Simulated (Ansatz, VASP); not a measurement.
# One calculation of SiC, two programs

```
Si C
1.0
     2.85685    0.00000    0.00000
    -1.42843    2.47411    0.00000
     0.00000    0.00000    4.70199
Si C
2 2
Cartesian
  0.0000 0.0000 0.0000
  0.0000 0.0000 2.3510
  0.0000 1.6494 1.1755
  1.4284 0.8247 3.5265
```

Alike in both runs: task single point; functional PBE; k mesh 9 × 9 × 4; occupations fermi-dirac, width 0.02 eV; collinear spin.

|  | VASP | Ansatz |
| --- | --- | --- |
| version | VASP 6.6.1 | Ansatz 0.2.0 |
| potentials or method | VASP PAW PBE potentials, release 64 (Si, C) | plane waves |
| plane-wave cutoff (eV) | 520 | 420 |
| valence electrons in the cell | 16 | 16 |

|  | VASP | Ansatz | Ansatz less VASP |
| --- | --- | --- | --- |
| gap on the k mesh at the Fermi level (eV) | none | none | - |
| pressure (GPa) | 6.4 | 6.4 | -0.04 |
| traceless stress, the component that is largest in VASP (GPa) | 2.71 | 2.92 | +0.206 |

A gap of «none» marks a metal or a gap that the smearing closes. Ansatz's warnings: filled band counts differ across k points, seeded moment not kept.
